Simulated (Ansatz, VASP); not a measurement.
## Two plane-wave programs on Mo

The input INCAR:

```
PREC = Accurate
ENCUT = 400
EDIFF = 1E-6
ISMEAR = 1
SIGMA = 0.1
LREAL = False
LASPH = True
NELM = 120
ALGO = Normal
ISIF = 2
LWAVE = False
LCHARG = True
LDIPOL = True
IDIPOL = 3
DIPOL = 0.5 0.5 0.280
GGA = PE
LELF = True
LVHAR = True
LVACPOTAV = True
NBANDS = 36
GGA_COMPAT = False
NELMDL = -8
```

KPOINTS

```
regular mesh
0
Gamma
  14 14 1
```

File POSCAR:

```
Mo
1.0
    2.7370646274      0.0000000045      0.0000000000
   -0.9123549053      2.5805292677      0.0000000000
    0.0000000000      0.0000000000     33.1467969732
Mo
4
Direct
    0.0000000000      0.0000000000      0.1810129650
    0.5000000000      0.5000000000      0.2452719835
    0.0000000000      0.0000000000      0.3128618590
    0.5000000000      0.5000000000      0.3801764606
```

Input for Ansatz:

```yaml
crystal:
  lattice:
    - [2.7370646274, 4.5e-09, 0.0]
    - [-0.9123549053, 2.5805292677, 0.0]
    - [0.0, 0.0, 33.1467969732]
  atoms:
    - { symbol: Mo, position: [0.0, 0.0, 0.181012965] }
    - { symbol: Mo, position: [0.5, 0.5, 0.2452719835] }
    - { symbol: Mo, position: [0.0, 0.0, 0.312861859] }
    - { symbol: Mo, position: [0.5, 0.5, 0.3801764606] }
basis:
  ecutwfc: 420
kpoints:
  mp_grid: { grid: [14, 14, 1] }
hamiltonian:
  xc: pbe
  pseudopotentials: { kind: paw, azcp: { folder: soft_1 } }
scf:
  occupations: { method: methfessel_paxton, width: 0.1 }
  n_extra_bands: 7
  max_iter: 160
output:
  forces: true
  eigenvalues: true
efield:
  axis: 3
  dipole_correction: true
```

Alike in both runs: task single point; functional PBE; k mesh 14 × 14 × 1; occupations methfessel-paxton of order 1, width 0.1 eV; no spin polarisation.

|  | VASP | Ansatz |
| --- | --- | --- |
| version | VASP 6.6.1 | Ansatz 0.2.0 |
| potentials or method | VASP PAW PBE potentials, release 64 (Mo_sv), cutoff 400 eV | scalar-relativistic, plane waves, PAW |
| valence electrons in the cell | 56 | 56 |

```csv
,VASP,Ansatz,Ansatz less VASP
gap on the k mesh at the Fermi level (eV),none,none,-
rms of the force components (eV/Å),0.222,0.226,+0.0037
```

Atom by atom the forces differ by 0.011 eV/Å (rms over components). A gap of «none» marks a metal or a gap that the smearing closes.
